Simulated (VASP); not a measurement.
Write the native input for VASP 6.6.1 that does the following.

- Task: single point
- Functional: r2SCAN
- Potentials or basis: VASP PAW PBE potentials, release 64 (Cu)
- Cutoff: 520 eV
- k mesh: 22 × 22 × 22
- Occupations: gaussian, width 0.15 eV
- Spin: no spin polarisation
- Dipole correction: no
- Further INCAR settings: ALGO = Normal; EDIFF = 1e-07; NBANDS = 12

Cu:

```xyz
1
Lattice="0.0000 1.8075 1.8075 1.7713 0.0000 1.8075 1.7713 1.8075 0.0000" Properties=species:S:1:pos:R:3 pbc="T T T"
Cu    0.0000    0.0000    0.0000
```

This cell differs from its parent crystal: strain -0.0200 x Voigt [1, 0, 0, 0, 0, 0].

One way to write it, as run:

POSCAR

```
Cu
1.0
    0.0000000000      1.8075000000      1.8075000000
    1.7713500000      0.0000000000      1.8075000000
    1.7713500000      1.8075000000      0.0000000000
Cu
1
Direct
    0.0000000000      0.0000000000      0.0000000000
```

INCAR.step1

```
SYSTEM = Cu
PREC = Accurate ; ENCUT = 520
ISMEAR = 0 ; SIGMA = 0.15
LREAL = .False. ; LASPH = .True.
NELM = 100 ; NBANDS = 12
GGA = PE ; ALGO = Normal
EDIFF = 1E-4 ; LWAVE = .True.
LCHARG = .False.
```

INCAR.step2

```
SYSTEM = Cu
PREC = Accurate ; ENCUT = 520
EDIFF = 1E-7 ; ISMEAR = 0
SIGMA = 0.15 ; LREAL = .False.
LASPH = .True. ; NELM = 100
ALGO = Normal ; ISIF = 2
LWAVE = .False. ; LCHARG = .False.
METAGGA = R2SCAN ; LMIXTAU = .True.
NBANDS = 12 ; ISTART = 1
```

KPOINTS

```
Automatic mesh
0
Gamma
  22 22 22
  0 0 0
```

Potentials or basis: VASP PAW PBE potentials, release 64 (Cu).

Command:

```sh
$ cat potpaw_PBE.64/Cu/POTCAR > POTCAR
$ cp INCAR.step1 INCAR
$ mpirun -np 1 vasp_std > vasp.out
$ cp INCAR.step2 INCAR
$ mpirun -np 1 vasp_std > vasp.out
```

Results of the run:

* Pressure: -1.2 GPa
* Band gap on the k mesh: zero (an odd number of electrons rules out a gap without spin polarisation)

Caveat: the cell differs from its parent crystal (strain -0.0200 x Voigt [1, 0, 0, 0, 0, 0]); the PAW data sets were made with another functional, which shifts forces and pressure a little.

Run time: 9.5 min on 1 thread of Intel Xeon 8259CL (shared host), peak memory 0.23 GiB.
